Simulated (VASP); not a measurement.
# BP (I-4m2) in VASP: notebook

BP is run at these levels: LDA; tasks: single point.

Program: VASP 6.6.1. These are calculated values, not measurements. Logs are shortened: lines on timing, memory, paths and dates and some standing lists are left out, and cuts for length are marked.

### Step 1. The cell of the first run

It takes space group I-4m2 (No. 119, tetragonal). The conventional cell has a = 2.952 Å, b = 2.952 Å, c = 4.901 Å, α = 90.00°, β = 90.00°, γ = 90.00°. B (site symmetry -4m2) has 4 P at 1.92 Å within 2.5 Å. P (site symmetry -4m2) has 4 B at 1.92 Å within 2.5 Å.

### Step 2. Single point, LDA (strain -0.080 along x and y, +0.080 along z)

Contents of INCAR:

```
PREC     = Accurate       # precision mode
ENCUT    = 500            # plane-wave cutoff, eV
EDIFF    = 1E-6           # SCF threshold, eV
ISMEAR   = 0              # smearing method
SIGMA    = 0.05           # smearing width, eV
LREAL    = F              # projectors in reciprocal space
LASPH    = T              # aspherical terms in the spheres
NELM     = 120            # most SCF steps
ALGO     = Normal         # electronic algorithm
ISIF     = 2              # what is computed and relaxed
LWAVE    = F              # write WAVECAR
LCHARG   = F              # write CHGCAR
GGA      = CA             # functional
NBANDS   = 11             # bands
GGA_COMPAT= F
```

Contents of KPOINTS:

```
Automatic mesh
0
Gamma
  10 10 10
```

Contents of POSCAR:

```
BP
1.0
    0.0000000000      2.0874800000      2.4505200000
    2.0874800000      0.0000000000      2.4505200000
    2.0874800000      2.0874800000      0.0000000000
B P
1 1
Direct
    0.0000000000      0.0000000000      0.0000000000
    0.7500000000      0.7500000000      0.7500000000
```

Potentials or basis: VASP PAW LDA potentials, release 64 (B, P).

On the command line:

```console
cat potpaw_LDA.64/B/POTCAR potpaw_LDA.64/P/POTCAR > POTCAR
mpirun -np 1 vasp_std > vasp.out
```

OUTCAR:

```text
PREC = Accurate
   ENCUT = 500
   EDIFF = 1E-6
   ISMEAR = 0
   LREAL = F
   LASPH = T
   NELM = 120
   ISIF = 2
   GGA = CA

 ion  position               nearest neighbor table
   1  0.000  0.000  0.000-   2 1.92   2 1.92   2 1.92   2 1.92
   2  0.750  0.750  0.750-   1 1.92   1 1.92   1 1.92   1 1.92

  LATTYP: Found a body centered tetragonal cell.
 ALAT       =     2.9521425272
 C/A-ratio  =     1.6601637471

  Lattice vectors:

 A1 = (  -2.0874800000,   0.0000000000,   2.4505200000)
 A2 = (   2.0874800000,   0.0000000000,   2.4505200000)
 A3 = (   0.0000000000,   2.0874800000,  -2.4505200000)

Analysis of symmetry for initial positions (statically):
=====================================================================
 Subroutine PRICEL returns:
 Original cell was already a primitive cell.

 Routine SETGRP: Setting up the symmetry group for a
 body centered tetragonal supercell.

 Subroutine GETGRP returns: Found  8 space group operations
 (whereof  8 operations were pure point group operations)
 out of a pool of 16 trial point group operations.

The static configuration has the point symmetry D_2d.

Analysis of symmetry for dynamics (positions and initial velocities):
=====================================================================
 Subroutine PRICEL returns:
 Original cell was already a primitive cell.

 Routine SETGRP: Setting up the symmetry group for a
 body centered tetragonal supercell.

 Subroutine GETGRP returns: Found  8 space group operations
 (whereof  8 operations were pure point group operations)
 out of a pool of 16 trial point group operations.

The dynamic configuration has the point symmetry D_2d.

 Subroutine INISYM returns: Found  8 space group operations
 (whereof  8 operations are pure point group operations),
 and found     1 'primitive' translations

----------------------------------------------------------------------------------------

                                     Primitive cell

  volume of cell :      21.3566

  direct lattice vectors                    reciprocal lattice vectors
     0.000000000  2.087480000  2.450520000    -0.239523253  0.239523253  0.204038327
     2.087480000  0.000000000  2.450520000     0.239523253 -0.239523253  0.204038327
     2.087480000  2.087480000  0.000000000     0.239523253  0.239523253 -0.204038327

  length of vectors
     3.219102518  3.219102518  2.952142527     0.395442051  0.395442051  0.395442051

  position of ions in fractional coordinates (direct lattice)
     0.000000000  0.000000000  0.000000000
     0.750000000  0.750000000  0.750000000

  ion indices of the primitive-cell ions
   primitive index   ion index
                 1           1
                 2           2

----------------------------------------------------------------------------------------

 KPOINTS: Automatic mesh

Automatic generation of k-mesh.
 Grid dimensions read from file:
 generate k-points for:   10   10   10

 Generating k-lattice:

  Cartesian coordinates                     Fractional coordinates (reciprocal lattice)
    -0.023952325  0.023952325  0.020403833     0.100000000  0.000000000  0.000000000
     0.023952325 -0.023952325  0.020403833     0.000000000  0.100000000  0.000000000
     0.023952325  0.023952325 -0.020403833     0.000000000  0.000000000  0.100000000

  Length of vectors
     0.039544205  0.039544205  0.039544205

  Shift w.r.t. Gamma in fractional coordinates (k-lattice)
     0.000000000  0.000000000  0.000000000

 Subroutine IBZKPT returns following result:
 ===========================================

 Found    102 irreducible k-points:

 Following reciprocal coordinates:
            Coordinates               Weight
  0.000000  0.000000  0.000000      1.000000
  0.100000 -0.000000  0.000000      8.000000
  0.200000 -0.000000  0.000000      8.000000
  0.300000 -0.000000  0.000000      8.000000
  0.400000  0.000000  0.000000      8.000000
  0.500000 -0.000000  0.000000      4.000000
[... 16 lines left out ...]
  0.300000  0.300000  0.000000      2.000000
  0.400000  0.300000  0.000000      8.000000
 [... further k-points ...]
   k-points           NKPTS =    102   k-points in BZ     NKDIM =    102   number of bands    NBANDS=     11
   number of dos      NEDOS =    301   number of ions     NIONS =      2
   total plane-waves  NPLWV =  13824
   dimension x,y,z NGX =    24 NGY =   24 NGZ =   24
   dimension x,y,z NGXF=    48 NGYF=   48 NGZF=   48
   ions per type =               1   1
   NGX,Y,Z   is equivalent  to a cutoff of  12.39, 12.39, 13.52 a.u.
   NGXF,Y,Z  is equivalent  to a cutoff of  24.79, 24.79, 27.03 a.u.
 SYSTEM =  unknown system
   PREC   = accura    normal or accurate (medium, high low for compatibility)
   ISTART =      0    job   : 0-new  1-cont  2-samecut
   ICHARG =      2    charge: 1-file 2-atom 10-const
   ISPIN  =      1    spin polarized calculation?
   LNONCOLLINEAR =      F non collinear calculations
   LSORBIT =      F    spin-orbit coupling
   LASPH  =      T    aspherical Exc in radial PAW
   ENCUT  =  500.0 eV  36.75 Ry    6.06 a.u.   5.87  5.87  5.38*2*pi/ulx,y,z
   NELM   =    120;   NELMIN=  2; NELMDL= -5     # of ELM steps
   EDIFF  = 0.1E-05   stopping-criterion for ELM
   LREAL  =      F    real-space projection
   EDIFFG = 0.1E-04   stopping-criterion for IOM
   NSW    =      0    number of steps for IOM
   IBRION =     -1    ionic relax: 0-MD 1-quasi-New 2-CG
   NFREE  =      0    steps in history (QN), initial steepest desc. (CG)
   ISIF   =      2    stress and relaxation
   ISYM   =      2    0-nonsym 1-usesym 2-fastsym
   POTIM  = 0.5000    time-step for ionic-motion
   TEBEG  =    0.0;   TEEND  =   0.0 temperature during run
   PSTRESS=    0.0 pullay stress
   NELECT =       8.0000    total number of electrons
   NUPDOWN=      -1.0000    fix difference up-down
   EMIN   =  10.00;   EMAX   =-10.00  energy-range for DOS
   EFERMI =   0.00;   METHOD = LEGACY
   ISMEAR =     0;   SIGMA  =   0.05  broadening in eV -4-tet -1-fermi 0-gaus
   EFERMI_NEDOS =   21; number of points for ismear=-14 and -15
   IALGO  =     38    algorithm
   IMIX   =      4    mixing-type and parameters
     AMIX     =   0.40;   BMIX     =  1.00
     AMIX_MAG =   1.60;   BMIX_MAG =  1.00
  volume/ion in A,a.u.               =      10.68        72.06
  Fermi-wavevector in a.u.,A,eV,Ry     =   1.180123  2.230109 18.948695  1.392690
  Thomas-Fermi vector in A             =   2.316421
   LORBIT       =      0    0 simple, 1 ext, 2 COOP (PROOUT), +10 PAW based schemes
   GGA     = CA    functional components
   LHFCALC =     F    Hartree Fock is set to
   AEXX    =    0.0000 exact exchange contribution
   IVDW    =     0    specifies the selected vdW correction
   LEPSILON=     F    determine dielectric tensor
   LRPA    =     F    only Hartree local field effects (RPA)
 non-spin polarized calculation
 Gauss-broadening in eV      SIGMA  =   0.05
  energy-cutoff  :      500.00
  volume of cell :       21.36
 maximum number of plane-waves:       559
   NGX = 11   NGY = 11   NGZ = 11

 number of electron       7.9999999 magnetization

 Free energy of the ion-electron system (eV)
  ---------------------------------------------------
  ext. energy  EPLUGINS =         0.00000000
  ---------------------------------------------------
  free energy    TOTEN  =       -13.98106942 eV

  energy without entropy =      -13.98093102  energy(sigma->0) =      -13.98100022

 E-fermi :   9.1639     XC(G=0): -11.4843

 val. band max:        9.0415608343   @ k =   0.4000   0.0000   0.4000
 cond. band min:       9.1677532518   @ k =  -0.1000   0.1000   0.0000
 fundamental gap:      0.1261924175
 Fermi energy:         9.1639200582

 k-point     1 :       0.0000    0.0000    0.0000
  band No.  band energies     occupation
      1      -7.6697      2.00000
      2       7.2497      2.00000
      3       9.2284      0.06840
      4       9.2284      0.06840
      5      11.9756      0.00000
      6      11.9756      0.00000
      7      12.7244      0.00000
      8      16.2579      0.00000
      9      18.9833      0.00000
     10      20.6189      0.00000
     11      21.3391      0.00000

 k-point     2 :       0.1000   -0.0000    0.0000
  band No.  band energies     occupation
      1      -7.4736      2.00000
      2       6.6471      2.00000
      3       8.1152      2.00000
      4       8.9770      2.00000
      5      11.9926      0.00000
      6      12.4352      0.00000
      7      13.4504      0.00000
      8      16.5744      0.00000
      9      18.7670      0.00000
     10      21.1903      0.00000
     11      22.2409      0.00000

 k-point     3 :       0.2000   -0.0000    0.0000
  band No.  band energies     occupation
      1      -6.8912      2.00000
      2       4.6985      2.00000
      3       6.8819      2.00000
      4       8.5435      2.00000
      5      11.7336      0.00000
      6      13.3670      0.00000
      7      14.2741      0.00000
      8      17.4444      0.00000
      9      19.1781      0.00000
     10      20.8871      0.00000
     11      22.4081      0.00000

 k-point     4 :       0.3000   -0.0000    0.0000
  band No.  band energies     occupation
      1      -5.9486      2.00000
      2       2.2667      2.00000
      3       6.1253      2.00000
      4       8.2095      2.00000
      5      11.2657      0.00000
      6      14.0907      0.00000
      7      14.5977      0.00000
      8      18.6635      0.00000
      9      20.0879      0.00000
     10      20.5879      0.00000
     11      23.4334      0.00000

 k-point     5 :       0.4000    0.0000    0.0000
  band No.  band energies     occupation
      1      -4.7466      2.00000
      2       0.0757      2.00000
      3       5.6656      2.00000
      4       8.0252      2.00000
      5      10.8893      0.00000
      6      14.2740      0.00000
      7      14.6801      0.00000
      8      19.1173      0.00000
      9      21.5615      0.00000
     10      21.6408      0.00000
     11      24.8932      0.00000
[... 211 lines left out ...]
 k-point    21 :      -0.3000    0.2000    0.0000
  band No.  band energies     occupation
      1      -4.2902      2.00000
      2       0.6874      2.00000
      3       2.7072      2.00000
      4       7.8716      2.00000
      5      13.4953      0.00000
      6      14.7218      0.00000
      7      15.2403      0.00000
      8      18.0043      0.00000
      9      19.5433      0.00000
     10      22.5418      0.00000
     11      24.8245      0.00000

 k-point    22 :      -0.2000    0.2000    0.0000
  band No.  band energies     occupation
      1      -5.4422      2.00000
      2       2.5867      2.00000
      3       3.4010      2.00000
      4       8.5179      2.00000
      5      13.1951      0.00000
      6      14.1852      0.00000
      7      14.9517      0.00000
      8      16.8827      0.00000
      9      18.9238      0.00000
     10      22.6458      0.00000
     11      23.5801      0.00000

 k-point    23 :       0.3000    0.3000    0.0000
  band No.  band energies     occupation
      1      -5.8362      2.00000
      2       2.1750      2.00000
      3       6.2216      2.00000
      4       6.2216      2.00000
      5      11.2667      0.00000
      6      13.1163      0.00000
      7      17.7034      0.00000
      8      17.7034      0.00000
      9      20.9434      0.00000
     10      24.7877      0.00000
     11      25.1309      0.00000

 k-point    24 :       0.4000    0.3000    0.0000
  band No.  band energies     occupation
      1      -5.0724      2.00000
      2       1.0864      2.00000
      3       4.9391      2.00000
      4       5.9895      2.00000
      5      11.5906      0.00000
      6      13.4248      0.00000
      7      18.2146      0.00000
      8      18.6298      0.00000
      9      21.8997      0.00000
     10      25.2049      0.00000
     11      25.5174      0.00000

 [... further k-points ...]
[... 5 lines left out ...]
  --------------------------------------------------------------------------------------
  -------------------------------------------------------------------------------------
  Total        3.8704248      3.8704248     -3.4972767      0.0000000      0.0000000      0.0000000
  in kB      290.3596922    290.3596922   -262.3660794      0.0000000      0.0000000      0.0000000
  external PRESSURE =     106.1177683 kB  Pullay stress =       0.0000000 kB

 VOLUME and BASIS-vectors are now :
 -----------------------------------------------------------------------------
  energy-cutoff  :      500.00
  volume of cell :       21.36
      direct lattice vectors                 reciprocal lattice vectors
     0.000000000  2.087480000  2.450520000    -0.239523253  0.239523253  0.204038327
     2.087480000  0.000000000  2.450520000     0.239523253 -0.239523253  0.204038327
     2.087480000  2.087480000  0.000000000     0.239523253  0.239523253 -0.204038327

 POSITION                                       TOTAL-FORCE (eV/Angst)
 -----------------------------------------------------------------------------------
      0.00000      0.00000      0.00000         0.000000      0.000000      0.000000
      3.13122      3.13122      3.67578        -0.000000     -0.000000     -0.000000
 -----------------------------------------------------------------------------------
    total drift:                                0.000000      0.000000     -0.000000

  FREE ENERGIE OF THE ION-ELECTRON SYSTEM (eV)
  ---------------------------------------------------
  free  energy   TOTEN  =       -13.9810694152 eV

  energy  without entropy=      -13.9809310221  energy(sigma->0) =      -13.98100022
```

Wall time 12 s (1 thread of AMD EPYC 9R45 (Zen 5), shared host); peak memory 0.11 GiB.

Results:

```yaml
Free_energy: -13.9811 eV
Pressure: 10.6 GPa
Band_gap_on_the_k_mesh: zero (band 4 reaches 9.23 eV, above the bottom of band 5 at 9.04 eV)
```

Caveat: the cell differs from its parent crystal (strain -0.080 along x and y, +0.080 along z).

### Step 3. Single point, LDA (strain +0.000 along x and y, -0.080 along z)

Contents of INCAR:

```
PREC = Accurate ; ENCUT = 500
EDIFF = 1E-6 ; ISMEAR = 0
SIGMA = 0.05 ; LREAL = False
LASPH = True ; NELM = 120
ALGO = Normal ; ISIF = 2
LWAVE = False ; LCHARG = False
NBANDS = 11 ; GGA_COMPAT = False
```

Contents of KPOINTS:

```
regular mesh
0
Gamma
  10 10 10
```

Contents of POSCAR:

```
BP
1.0
    0.0000000000      2.2690000000      2.0874800000
    2.2690000000      0.0000000000      2.0874800000
    2.2690000000      2.2690000000      0.0000000000
B P
1 1
Direct
    0.0000000000      0.0000000000      0.0000000000
    0.7500000000      0.7500000000      0.7500000000
```

Potentials or basis: VASP PAW LDA potentials, release 64 (B, P).

On the command line:

```console
cat potpaw_LDA.64/B/POTCAR potpaw_LDA.64/P/POTCAR > POTCAR
mpirun -np 1 vasp_std > vasp.out
```

It took 11 s on 1 thread of AMD EPYC 9R45 (Zen 5), shared host; peak memory 0.1 GiB.

Results (log left out):

```yaml
Free_energy: -14.2841 eV
Pressure: 9.6 GPa
Band_gap_on_the_k_mesh: zero (band 4 reaches 8.96 eV, above the bottom of band 5 at 8.78 eV)
```

Stress tensor (GPa, compression positive):
```
 2.78  0.00  0.00
 0.00  2.78  0.00
 0.00  0.00 23.34
```

Levels at points of the mesh, in eV from the Fermi level:
```
           k point  band 1  band 2  band 3  band 4  band 5  band 6  band 7  band 8  band 9
(0.00, 0.00, 0.00)  -16.49   -0.59   -0.59    0.17    2.91    3.38    3.38    8.26   10.94
(0.50, 0.00, 0.00)  -12.81   -9.95   -2.72   -1.66    3.30    3.94    5.56   10.00   13.71
(0.50, 0.50, 0.00)  -10.60   -8.69   -5.34   -5.34    0.17    0.34   12.35   12.35   16.20
(0.50, 0.00, 0.50)  -11.50   -9.53   -4.48   -4.32    1.17    1.60   11.33   13.09   14.65
```

Caveat: the cell differs from its parent crystal (strain +0.000 along x and y, -0.080 along z).
